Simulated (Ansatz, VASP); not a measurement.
SiW6 in VASP and in Ansatz

```xyz
7
Lattice="4.4683 0.0000 0.0000 -2.2341 3.8696 0.0000 0.0000 0.0000 21.6259" Properties=species:S:1:pos:R:3 pbc="T T T"
W     2.2341    1.2899    4.0000
W     0.0000    2.5797    4.9121
W     0.0000    0.0000    5.8242
W     2.2341    1.2899    6.6718
W     0.0000    2.5797    7.5323
W     0.0000    0.0000    8.3259
Si    2.9788    1.7198   11.6259
```

Alike in both runs: task single point; functional PBE; dispersion D3(BJ); k mesh 6 × 6 × 1; occupations gaussian, width 0.1 eV; no spin polarisation.

|  | VASP | Ansatz |
| --- | --- | --- |
| version | VASP 6.6.1 | Ansatz 0.2.0 |
| potentials or method | VASP PAW PBE potentials, release 64 (W_sv, Si), cutoff 520 eV | scalar-relativistic, plane waves, PAW |
| valence electrons in the cell | 88 | 88 |

|  | VASP | Ansatz | Ansatz less VASP |
| --- | --- | --- | --- |
| gap on the k mesh at the Fermi level (eV) | none | none | - |
| rms of the force components (eV/Å) | 1.720 | 1.709 | -0.0109 |
| work function, face that differs most (eV) | 4.39 | 4.39 | +0.002 |

Atom by atom the forces differ by 0.021 eV/Å (rms over components). A gap of «none» marks a metal or a gap that the smearing closes. Ansatz's warnings: dispersion switch in reach, vacuum below fermi.

Spin-orbit coupling is off throughout.
